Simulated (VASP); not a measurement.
# Mg4BrO3 (P-43m) in VASP: further runs, part 3 of 3

VASP 6.6.1. Earlier steps stand in the parts before.

### Step 4. Relaxation of cell and atoms, PBE

This run uses another cell than the first one, of 16.82 Å³/atom.

INCAR reads:

```
SYSTEM = Mg4BrO3
PREC = Accurate
ENCUT = 600
EDIFF = 1E-6
ISMEAR = 0
SIGMA = 0.1
LREAL = .False.
LASPH = .True.
NELM = 100
ALGO = Normal
ISIF = 3
LWAVE = .False.
LCHARG = .False.
GGA = PE
IBRION = 2
NSW = 90
EDIFFG = -0.04
```

KPOINTS reads:

```
regular mesh
0
Gamma
  4 4 4
  0 0 0
```

POSCAR reads:

```
Mg4BrO3
1.0
    5.1242723100      0.0000000000      0.0000000000
    0.0000000000      5.1242723100      0.0000000000
    0.0000000000      0.0000000000      5.1242723100
Mg Br O
4 1 3
Direct
    0.7500000000      0.7500000000      0.7500000000
    0.7500000000      0.2500000000      0.2500000000
    0.2500000000      0.7500000000      0.2500000000
    0.2500000000      0.2500000000      0.7500000000
    0.5000000000      0.5000000000      0.5000000000
    0.0000000000      0.0000000000      0.5000000000
    0.0000000000      0.5000000000      0.0000000000
    0.5000000000      0.0000000000      0.0000000000
```

Potentials or basis: VASP PAW PBE potentials, release 64 (Mg, Br, O).

On the command line:

```console
> cat potpaw_PBE.64/Mg/POTCAR potpaw_PBE.64/Br/POTCAR potpaw_PBE.64/O/POTCAR > POTCAR
> mpirun -np 1 vasp_std > vasp.out
```

OUTCAR:

```text
SYSTEM = Mg4BrO3
   PREC = Accurate
   ENCUT = 600
   EDIFF = 1E-6
   ISMEAR = 0
   LREAL = .False.
   LASPH = .True.
   NELM = 100
   ISIF = 3
   GGA = PE
   IBRION = 2
   NSW = 90
   EDIFFG = -0.04

 ion  position               nearest neighbor table
   1  0.750  0.750  0.750-   5 2.22   6 2.22   7 2.22   8 2.22   3 3.62   4 3.62   2 3.62   2 3.62
                             3 3.62   2 3.62   4 3.62   2 3.62   3 3.62   4 3.62   3 3.62   4 3.62
   2  0.750  0.250  0.250-   5 2.22   6 2.22   7 2.22   8 2.22   3 3.62   4 3.62   1 3.62   1 3.62
                             4 3.62   1 3.62   3 3.62   1 3.62   3 3.62   4 3.62   4 3.62   3 3.62
   3  0.250  0.750  0.250-   5 2.22   6 2.22   7 2.22   8 2.22   2 3.62   4 3.62   1 3.62   1 3.62
                             4 3.62   2 3.62   4 3.62   4 3.62   1 3.62   2 3.62   1 3.62   2 3.62
   4  0.250  0.250  0.750-   5 2.22   6 2.22   7 2.22   8 2.22   2 3.62   3 3.62   1 3.62   2 3.62
                             3 3.62   1 3.62   3 3.62   3 3.62   1 3.62   2 3.62   2 3.62   1 3.62
   5  0.500  0.500  0.500-   1 2.22   2 2.22   3 2.22   4 2.22
[... 195 lines left out ...]
  in kB        9.7813058      9.7813058      9.7813058      0.0000000      0.0000000      0.0000000
  external PRESSURE =       9.7813058 kB  Pullay stress =       0.0000000 kB
[... 281 lines left out ...]
--------------------------------------- Ionic step        8  -------------------------------------------

 number of electron      33.0000015 magnetization

 Free energy of the ion-electron system (eV)
  ---------------------------------------------------
  ext. energy  EPLUGINS =         0.00000000
  ---------------------------------------------------
  free energy    TOTEN  =       -38.53434274 eV

  energy without entropy =      -38.52759643  energy(sigma->0) =      -38.53096959

 E-fermi :   4.5087     XC(G=0):  -9.1190

 val. band max:        4.3007220870   @ k =   0.2500   0.2500   0.2500
 cond. band min:       4.5768062486   @ k =   0.5000   0.2500   0.0000
 fundamental gap:      0.2760841616
 Fermi energy:         4.5087068569

 k-point     1 :       0.0000    0.0000    0.0000
  band No.  band energies     occupation
      1     -14.8028      2.00000
      2     -14.3380      2.00000
      3     -14.3380      2.00000
      4     -13.4616      2.00000
      5      -2.4715      2.00000
      6      -2.4715      2.00000
[... 264 lines left out ...]
  FREE ENERGIE OF THE ION-ELECTRON SYSTEM (eV)
  ---------------------------------------------------
  free  energy   TOTEN  =       -38.5343427448 eV

  energy  without entropy=      -38.5275964287  energy(sigma->0) =      -38.53096959

 reached required accuracy - stopping structural energy minimisation
```

OSZICAR:

```text
N       E                     dE             d eps       ncg     rms          rms(c)
DAV:   1     0.207585935384E+03    0.20759E+03   -0.15137E+04   420   0.147E+03
DAV:   2    -0.209415354422E+02   -0.22853E+03   -0.22198E+03   603   0.270E+02
DAV:   3    -0.420669793266E+02   -0.21125E+02   -0.20947E+02   505   0.899E+01
[... 79 lines left out ...]
DAV:   1    -0.385346414528E+02   -0.63894E-03   -0.73421E-03   465   0.628E-01    0.126E-01
DAV:   2    -0.385343587197E+02    0.28273E-03   -0.15468E-03   485   0.250E-01    0.350E-02
DAV:   3    -0.385343434061E+02    0.15314E-04   -0.46665E-05   502   0.593E-02    0.190E-02
DAV:   4    -0.385343419854E+02    0.14207E-05   -0.45552E-05   463   0.369E-02    0.107E-02
DAV:   5    -0.385343427448E+02   -0.75936E-06   -0.54704E-06   420   0.127E-02
   8 F= -.38534343E+02 E0= -.38530970E+02  d E =-.177671E-01
```

CONTCAR:

```text
Mg4BrO3
   1.00000000000000
     5.0049156261286676   -0.0000000000000000    0.0000000000000000
    -0.0000000000000000    5.0049156261286676   -0.0000000000000000
     0.0000000000000000    0.0000000000000000    5.0049156261286676
  Mg              Br              O
     4     1     3
Direct
     0.7971919333231856    0.7971919333231856    0.7971919333231856
     0.7971919333231856    0.2028080666768144    0.2028080666768144
     0.2028080666768144    0.7971919333231856    0.2028080666768144
     0.2028080666768144    0.2028080666768144    0.7971919333231856
     0.5000000000000000    0.5000000000000000    0.5000000000000000
     0.0000000000000000    0.0000000000000000    0.5000000000000000
     0.0000000000000000    0.5000000000000000    0.0000000000000000
     0.5000000000000000    0.0000000000000000    0.0000000000000000

  0.00000000E+00  0.00000000E+00  0.00000000E+00
  0.00000000E+00  0.00000000E+00  0.00000000E+00
  0.00000000E+00  0.00000000E+00  0.00000000E+00
  0.00000000E+00  0.00000000E+00  0.00000000E+00
  0.00000000E+00  0.00000000E+00  0.00000000E+00
  0.00000000E+00  0.00000000E+00  0.00000000E+00
  0.00000000E+00  0.00000000E+00  0.00000000E+00
  0.00000000E+00  0.00000000E+00  0.00000000E+00
```

Run time: 3.1 min. Hardware: 1 thread of Oxide Virtual Turin-like, shared host; peak memory 0.25 GiB.

What came out:

| Quantity | Value |
| --- | --- |
| Free energy | -38.5343 eV |
| Relaxed volume | 15.67 Å³/atom |
| Relaxed cell | a = 5.005 Å, b = 5.005 Å, c = 5.005 Å, α = 90.00°, β = 90.00°, γ = 90.00° |
| Space group after relaxing (to 0.1 Å) | P-43m (No. 215) |
| Energy gained by relaxing | 559.6 meV/atom |
| Ionic steps | 8 |
| Pressure after relaxing | 0.0 GPa |
| Band gap on the k mesh | zero (an odd number of electrons rules out a gap without spin polarisation) |

Step by step:
| step | energy change (eV) | largest force (eV/Å) | pressure (GPa) | volume (Å³) |
| --- | --- | --- | --- | --- |
| 1 | 0.0000 | 5.5162 | 0.98 | 134.55 |
| 2 | -3.6583 | 1.8725 | -4.92 | 136.56 |
| 3 | -4.2105 | 0.3466 | -6.05 | 137.55 |
| 4 | -4.2219 | 0.0433 | -6.11 | 137.73 |
| 5 | -4.4451 | 0.4803 | 1.13 | 123.84 |
| 6 | -4.4588 | 0.3655 | -0.50 | 126.32 |
| 7 | -4.4763 | 0.0508 | -0.08 | 125.51 |
| 8 | -4.4766 | 0.0017 | 0.00 | 125.37 |

Final structure:
```
Mg Br O
1.0
     5.00492    0.00000    0.00000
     0.00000    5.00492    0.00000
     0.00000    0.00000    5.00492
Mg Br O
4 1 3
Direct
  0.79719 0.79719 0.79719
  0.79719 0.20281 0.20281
  0.20281 0.79719 0.20281
  0.20281 0.20281 0.79719
  0.50000 0.50000 0.50000
  0.00000 0.00000 0.50000
  0.00000 0.50000 0.00000
  0.50000 0.00000 0.00000
```

Caveat: an odd number of electrons without spin polarisation forces a metal; a magnetic or distorted state may lie lower.

### Step 5. Single point, PBE

This run uses another cell than the first one, of 15.75 Å³/atom.

INCAR reads:

```
SYSTEM = Mg4BrO3
PREC = Accurate ; ENCUT = 520
EDIFF = 1E-6 ; ISMEAR = 0
SIGMA = 0.1 ; LREAL = .FALSE.
LASPH = .TRUE. ; NELM = 100
ALGO = Fast ; ISIF = 2
LWAVE = .FALSE. ; LCHARG = .TRUE.
GGA = PE ; LELF = .TRUE.
LVHAR = .TRUE. ; NBANDS = 26
```

KPOINTS reads:

```
regular mesh
0
G
  8 8 8
  0 0 0
```

POSCAR reads:

```
Mg4BrO3
1.0
    5.0134284770      0.0000000000      0.0000000000
    0.0000000000      5.0134284770      0.0000000000
    0.0000000000      0.0000000000      5.0134284770
Mg Br O
4 1 3
Direct
    0.7972363016      0.7972363016      0.7972363016
    0.7972363016      0.2027636984      0.2027636984
    0.2027636984      0.7972363016      0.2027636984
    0.2027636984      0.2027636984      0.7972363016
    0.5000000000      0.5000000000      0.5000000000
    0.0000000000      0.0000000000      0.5000000000
    0.0000000000      0.5000000000      0.0000000000
    0.5000000000      0.0000000000      0.0000000000
```

On the command line:

```console
> cat potpaw_PBE.64/Mg/POTCAR potpaw_PBE.64/Br/POTCAR potpaw_PBE.64/O/POTCAR > POTCAR
> mpirun -np 1 vasp_std > vasp.out
```

It took 2.3 min on 1 thread of Oxide Virtual Turin-like, shared host; peak memory 0.27 GiB.

The run converged. Its results:

* Free energy: -38.5106 eV
* Pressure: -0.3 GPa
* Largest force: 0.015 eV/Å
* Band gap on the k mesh: zero (an odd number of electrons rules out a gap without spin polarisation)

Forces on the atoms (eV/Å):
```
Mg   0.009  0.009  0.009
Mg   0.009 -0.009 -0.009
Mg  -0.009  0.009 -0.009
Mg  -0.009 -0.009  0.009
Br   0.000  0.000  0.000
O    0.000  0.000  0.000
O    0.000  0.000  0.000
O    0.000  0.000  0.000
```

Levels at points of the mesh, in eV from the Fermi level:
| k point | band 15 | band 16 | band 17 | band 18 | band 19 | band 20 |
| --- | --- | --- | --- | --- | --- | --- |
| (0.00, 0.00, 0.00) | -4.01 | -4.01 | -2.07 | 1.04 | 1.58 | 1.58 |
| (0.50, 0.00, 0.00) | -4.31 | -4.31 | -0.31 | 1.59 | 2.77 | 3.76 |
| (0.50, 0.50, 0.00) | -4.16 | -4.01 | 0.68 | 3.22 | 3.50 | 3.50 |
| (0.50, 0.50, 0.50) | -3.99 | -3.99 | 1.71 | 2.05 | 2.05 | 2.05 |

Caveat: an odd number of electrons without spin polarisation forces a metal; a magnetic or distorted state may lie lower.

### Step 6. Single point, PBE, collinear spin, ferromagnetic start

INCAR reads:

```
PREC = Accurate
ENCUT = 520
EDIFF = 1E-6
ISMEAR = 0
SIGMA = 0.1
LREAL = False
LASPH = True
NELM = 150
ALGO = Normal
ISIF = 2
LWAVE = False
LCHARG = True
ISPIN = 2
MAGMOM = 0 0 0 0 0 1 1 1
LORBIT = 11
GGA = PE
LELF = True
LVHAR = True
NBANDS = 30
```

KPOINTS reads:

```
regular mesh
0
Gamma
  4 4 4
```

POSCAR reads:

```
Mg4BrO3
1.0
    5.0190841025      0.0000000000      0.0000000000
    0.0000000000      5.0190841025      0.0000000000
    0.0000000000      0.0000000000      5.0190841025
Mg Br O
4 1 3
Direct
    0.7969814453      0.7969814453      0.7969814453
    0.7969814453      0.2030185547      0.2030185547
    0.2030185547      0.7969814453      0.2030185547
    0.2030185547      0.2030185547      0.7969814453
    0.5000000000      0.5000000000      0.5000000000
    0.0000000000      0.0000000000      0.5000000000
    0.0000000000      0.5000000000      0.0000000000
    0.5000000000      0.0000000000      0.0000000000
```

Potentials or basis: VASP PAW PBE potentials, release 64 (Mg, Br, O).

On the command line:

```console
> cat potpaw_PBE.64/Mg/POTCAR potpaw_PBE.64/Br/POTCAR potpaw_PBE.64/O/POTCAR > POTCAR
> mpirun -np 1 vasp_std > vasp.out
```

It took 6.2 min on 1 thread of Oxide Virtual Turin-like, shared host; peak memory 0.29 GiB.

The run converged. Its results:

| Property | Result |
| --- | --- |
| Free energy | -38.5133 eV |
| Pressure | -0.6 GPa |
| Largest force | 0.052 eV/Å |
| Net moment | 0.29 μB per cell |
| Site moments | Mg +0.01; Br +0.00; O +0.02 μB |
| Valence electrons inside the program's atomic spheres | Mg 0.37; Br 4.99; O 5.01 |

Forces in eV/Å, atoms in the order of the input:
```
Mg   0.030  0.030  0.030
Mg   0.030 -0.030 -0.030
Mg  -0.030  0.030 -0.030
Mg  -0.030 -0.030  0.030
Br   0.000  0.000  0.000
O    0.000  0.000  0.000
O    0.000  0.000  0.000
O    0.000  0.000  0.000
```

Levels at points of the mesh, in eV from the Fermi level:
Spin up:
```
           k point  band 13  band 14  band 15  band 16  band 17  band 18  band 19  band 20  band 21  band 22
(0.00, 0.00, 0.00)    -4.41    -4.02    -4.02    -4.02    -2.27     0.94     1.56     1.56     4.46     4.46
(0.50, 0.00, 0.00)    -4.40    -4.40    -4.32    -4.32    -0.53     1.56     2.75     3.71     4.72     4.72
(0.50, 0.50, 0.00)    -4.64    -4.17    -4.17    -4.02     0.46     3.19     3.43     3.43     3.54     4.95
(0.50, 0.50, 0.50)    -4.27    -4.00    -4.00    -4.00     1.46     2.00     2.00     2.00     4.43     5.53
```
Spin down:
```
           k point  band 14  band 15  band 16  band 17  band 18  band 19
(0.00, 0.00, 0.00)    -4.00    -4.00    -4.00    -1.86     1.13     1.55
(0.50, 0.00, 0.00)    -4.37    -4.30    -4.30    -0.06     1.57     2.75
(0.50, 0.50, 0.00)    -4.16    -4.16    -4.00     0.91     3.20     3.52
(0.50, 0.50, 0.50)    -3.98    -3.98    -3.98     1.99     2.06     2.06
```

### Step 7. Overview

```csv
task,spin,cell,k mesh,cutoff (eV),gap on the mesh (eV),pressure (GPa),largest force (eV/Å)
single point,off,"a = 5.019 Å, 8 atoms, atomic positions A",4 × 4 × 4,520,none,-0.5,0.03
single point,off,"a = 5.124 Å, 8 atoms, atomic positions B",4 × 4 × 4,520,none,1.0,-
relaxation of cell and atoms,off,"relaxed from a = 5.124 Å, 8 atoms, atomic positions B",4 × 4 × 4,600,none,0.0,-
single point,off,"a = 5.013 Å, 8 atoms, atomic positions C",8 × 8 × 8,520,none,-0.3,0.02
single point,"collinear, ferromagnetic start","a = 5.019 Å, 8 atoms, atomic positions A",4 × 4 × 4,520,none,-0.6,0.05
```

Alike in all rows: level PBE; potentials or basis VASP PAW PBE potentials, release 64 (Mg, Br, O); smearing gaussian 0.1 eV.

Caveats: an odd number of electrons without spin polarisation forces a metal (at least some runs); a magnetic or distorted state may lie lower (at least some runs).

Total energies depend on the potentials used, so only differences within one code and one set of settings carry meaning.

The gap in the log of VASP goes by the Fermi energy; the results here count the filled bands.